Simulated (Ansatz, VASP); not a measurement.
One calculation of Ca3Ru, two programs

The input INCAR:

```
  PREC = Accurate
  ENCUT = 600
  EDIFF = 1E-6
  ISMEAR = 0
  SIGMA = 0.1
  LREAL = F
  LASPH = T
  NELM = 80
  ALGO = Fast
  ISIF = 3
  LWAVE = F
  LCHARG = F
  GGA = PE
  IBRION = 2
  NSW = 100
  EDIFFG = -0.01
```

Contents of KPOINTS:

```
Automatic mesh
0
Gamma
  10 10 10
```

POSCAR

```
Ca3Ru
1.0
    4.7377035596      0.0000000000      0.0000000000
    0.0000000000      4.7377035596      0.0000000000
    0.0000000000      0.0000000000      4.7377035596
Ca Ru
3 1
Direct
    0.0000000000      0.5000000000      0.5000000000
    0.5000000000      0.0000000000      0.5000000000
    0.5000000000      0.5000000000      0.0000000000
    0.0000000000      0.0000000000      0.0000000000
```

Input for Ansatz:

```yaml
crystal:
  lattice:
    - [4.7377035596, 0.0, 0.0]
    - [0.0, 4.7377035596, 0.0]
    - [0.0, 0.0, 4.7377035596]
  atoms:
    - { symbol: Ca, position: [0.0, 0.5, 0.5] }
    - { symbol: Ca, position: [0.5, 0.0, 0.5] }
    - { symbol: Ca, position: [0.5, 0.5, 0.0] }
    - { symbol: Ru, position: [0.0, 0.0, 0.0] }
basis:
  ecutwfc: 420
kpoints:
  mp_grid: { grid: [10, 10, 10] }
hamiltonian:
  xc: pbe
scf:
  occupations: { method: gaussian, width: 0.1 }
output:
  forces: true
  stress: true
  eigenvalues: true
  write_density: true
  write_potential: true
  elf: true
  volumetric_format: npy
relax:
  adjacent_minimum: "off"
  f_tol: 0.01
  max_steps: 80
  cell: { stress_tol: 0.05 }
```

Alike in both runs: task relaxation of cell and atoms; functional PBE; k mesh 10 × 10 × 10; occupations gaussian, width 0.1 eV; no spin polarisation.

```csv
,VASP,Ansatz
version,VASP 6.6.1,Ansatz 0.2.0
potentials or method,"VASP PAW PBE potentials, release 64 (Ca_sv, Ru_pv), cutoff 600 eV","scalar-relativistic, plane waves, PAW"
valence electrons in the cell,44,46
```

```csv
,VASP,Ansatz,Ansatz less VASP
"gap on the k mesh at the Fermi level, each at its own relaxed structure (eV)",none,none,-
relaxed volume (Å³/atom),26.68,26.63,-0.048
relaxed cell length with the largest relative difference (Å),4.743,4.741,-0.0028
```

A gap of «none» marks a metal or a gap that the smearing closes. VASP's potentials hold 44 valence electrons a cell and Ansatz's 46, so a difference there can come from the potentials and not from the codes.
